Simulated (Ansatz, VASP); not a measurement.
CoO in VASP and in Ansatz

The input INCAR:

```
  PREC = Accurate
  ENCUT = 520
  EDIFF = 1E-6
  ISMEAR = -1
  SIGMA = 0.05
  LREAL = False
  LASPH = True
  NELM = 150
  ALGO = Normal
  ISIF = 2
  LWAVE = False
  LCHARG = False
  ISPIN = 2
  MAGMOM = 2 0
  LORBIT = 11
  LMAXMIX = 4
  GGA = PS
  NBANDS = 18
```

Contents of KPOINTS:

```
Automatic mesh
0
Gamma
  11 11 11
```

POSCAR

```
CoO
1.0
    1.5349960513      0.8862303835      2.4877807593
   -1.5349960513      0.8862303835      2.4877807593
    0.0000000000     -1.7724607669      2.4877807593
Co O
1 1
Direct
    0.0000000000      0.0000000000      0.0000000000
    0.5000000000      0.5000000000      0.5000000000
```

The input input.yaml:

```yaml
crystal:
  lattice:
    - [1.5349960513, 0.8862303835, 2.4877807593]
    - [-1.5349960513, 0.8862303835, 2.4877807593]
    - [0.0, -1.7724607669, 2.4877807593]
  atoms:
    - { symbol: Co, position: [0.0, 0.0, 0.0], spin: 2.0 }
    - { symbol: O, position: [0.5, 0.5, 0.5] }
kpoints:
  mp_grid: { grid: [11, 11, 11] }
scf:
  occupations: { method: fermi_dirac, width: 0.05 }
hamiltonian:
  xc: pbesol
  pseudopotentials: { kind: all_electron, lapw: { basis_error: 0.001 } }
magnetization:
  spin_polarized: true
output:
  forces: true
  stress: true
  eigenvalues: true
```

Change from the starting cell: volume scaled by 1.06.

Alike in both runs: task single point; functional PBEsol; k mesh 11 × 11 × 11; occupations fermi-dirac, width 0.05 eV; collinear spin.

|  | VASP | Ansatz |
| --- | --- | --- |
| version | VASP 6.6.1 | Ansatz 0.2.0 |
| potentials or method | VASP PAW PBE potentials, release 64 (Co, O), cutoff 520 eV | all-electron LAPW, scalar-relativistic |

Ansatz gave:

| Quantity | Value |
| --- | --- |
| gap on the k mesh at the Fermi level (eV) | none |
| pressure (GPa) | -17.5 |
| traceless stress, the component that is largest in VASP (GPa) | -0.09 |
| net moment per atom (μB) | 1.50 |
| size of the moment on the site where the two differ most (μB) | 2.63 |

Question: Which values does VASP return?

Answer: gap on the k mesh at the Fermi level (eV): none; pressure (GPa): -17.9; traceless stress, the component that is largest in VASP (GPa): -0.06; net moment per atom (μB): 1.49; size of the moment on the site where the two differ most (μB): 2.60.

VASP's potentials were made for PBE, not for PBEsol. Site moments also hang on the region over which each program counts them. A gap of «none» marks a metal or a gap that the smearing closes. Ansatz ran all-electron here, and VASP with PAW potentials.
